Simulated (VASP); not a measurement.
A run of VASP 6.6.1:

File INCAR:

```
PREC = Accurate
ENCUT = 520
EDIFF = 1E-6
ISMEAR = -1
SIGMA = 0.16
LREAL = Auto
LASPH = True
NELM = 60
ALGO = Normal
ISIF = 2
LWAVE = False
LCHARG = True
GGA = PE
LELF = True
LVHAR = True
NBANDS = 38
```

Contents of KPOINTS:

```
regular mesh
0
Gamma
  2 2 2
```

File POSCAR:

```
Li
1.0
    7.3128730000      0.0000000000      0.0000000000
    0.0000000000      7.3128730000      0.0000000000
    0.0000000000      0.0000000000      7.3128730000
Li
16
Direct
    0.1261474116      0.0668136859      0.0544108998
    0.5955798767      0.2234689431     -0.0761533805
    0.1862742591      0.6973593005      0.0439498949
    0.0321487875      0.0687828163      0.5245270908
    0.3025213210      0.2105465253      0.2764303441
    0.5836146751      0.7220144531     -0.2310036015
    0.5919971535      0.0763311492      0.4156779422
    0.9117620394      0.3165377000      0.2039554085
    0.0280737817      0.6338138239      0.3202024704
    0.4489070164      0.7534111422      0.2223886563
    0.2552895422      0.2278994863      0.7570485635
    0.5192077040      0.4432867903      0.4879067365
    0.8440595099      0.8351573998      0.1633831191
    0.8071246417      0.2259577050      0.7180214944
    0.2973797029      0.8926997638      0.5399792940
    0.9434869168      0.6525342365      0.6939543460
```

Potentials or basis: VASP PAW PBE potentials, release 64 (Li_sv).

The run is started by

```sh
$ cat potpaw_PBE.64/Li_sv/POTCAR > POTCAR
$ mpirun -np 1 vasp_std > vasp.out
```

Hardware: 1 thread of Intel(R) Xeon(R) Platinum 8488C (Sapphire Rapids), on a shared host.

**Question.** How long does it take, and how much memory?

**Answer.** Wall time 110 s on 1 thread of Intel(R) Xeon(R) Platinum 8488C (Sapphire Rapids), on a shared host, peak memory 0.37 GiB. Counts: scf iterations 14, k points 8.
